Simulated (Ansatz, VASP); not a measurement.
# Two plane-wave programs on LaO6

The input INCAR:

```
SYSTEM = LaO6
PREC = Accurate
ENCUT = 520
EDIFF = 1E-6
ISMEAR = 0
SIGMA = 0.1
LREAL = .False.
LASPH = .True.
NELM = 100
ALGO = Normal
ISIF = 2
LWAVE = .False.
LCHARG = .True.
GGA = PE
LELF = .True.
LVHAR = .True.
NBANDS = 32
```

KPOINTS

```
regular mesh
0
Gamma
  4 4 4
  0 0 0
```

File POSCAR:

```
LaO6
1.0
    4.3024586900      0.0000000000      0.0000000000
    0.0000000000      4.3024586900      0.0000000000
    0.0000000000      0.0000000000      4.3024586900
La O
1 6
Direct
    0.0000000000      0.0000000000      0.0000000000
    0.7998858100      0.5000000000      0.5000000000
    0.2001141900      0.5000000000      0.5000000000
    0.5000000000      0.5000000000      0.7998858100
    0.5000000000      0.5000000000      0.2001141900
    0.5000000000      0.2001141900      0.5000000000
    0.5000000000      0.7998858100      0.5000000000
```

Input for Ansatz:

```yaml
crystal:
  lattice:
    - [4.30245869, 0.0, 0.0]
    - [0.0, 4.30245869, 0.0]
    - [0.0, 0.0, 4.30245869]
  atoms:
    - { symbol: La, position: [0.0, 0.0, 0.0] }
    - { symbol: O, position: [0.79988581, 0.5, 0.5] }
    - { symbol: O, position: [0.20011419, 0.5, 0.5] }
    - { symbol: O, position: [0.5, 0.5, 0.79988581] }
    - { symbol: O, position: [0.5, 0.5, 0.20011419] }
    - { symbol: O, position: [0.5, 0.20011419, 0.5] }
    - { symbol: O, position: [0.5, 0.79988581, 0.5] }
basis:
  ecutwfc: 420
kpoints:
  mp_grid: { grid: [4, 4, 4] }
hamiltonian:
  xc: pbe
scf:
  occupations: { method: gaussian, width: 0.1 }
  lower_state_search: "off"
output:
  forces: true
  stress: true
  eigenvalues: true
```

Change from the starting cell: species swapped into the PrB6 type (Pm-3m, No. 221).

Alike in both runs: task single point; functional PBE; k mesh 4 × 4 × 4; occupations gaussian, width 0.1 eV; no spin polarisation.

|  | VASP | Ansatz |
| --- | --- | --- |
| version | VASP 6.6.1 | Ansatz 0.2.0 |
| potentials or method | VASP PAW PBE potentials, release 64 (La, O), cutoff 520 eV | scalar-relativistic, plane waves, PAW |
| valence electrons in the cell | 47 | 47 |

|  | VASP | Ansatz | Ansatz less VASP |
| --- | --- | --- | --- |
| gap on the k mesh at the Fermi level (eV) | none | none | - |
| rms of the force components (eV/Å) | 4.236 | 4.234 | -0.0018 |

Atom by atom the forces differ by 0.002 eV/Å (rms over components). A gap of «none» marks a metal or a gap that the smearing closes. The functional is the same, so the differences come from potentials, cutoffs and numerics.

The k mesh is coarse, so the values compare programs but aren't converged. Neither program's run includes spin-orbit coupling.
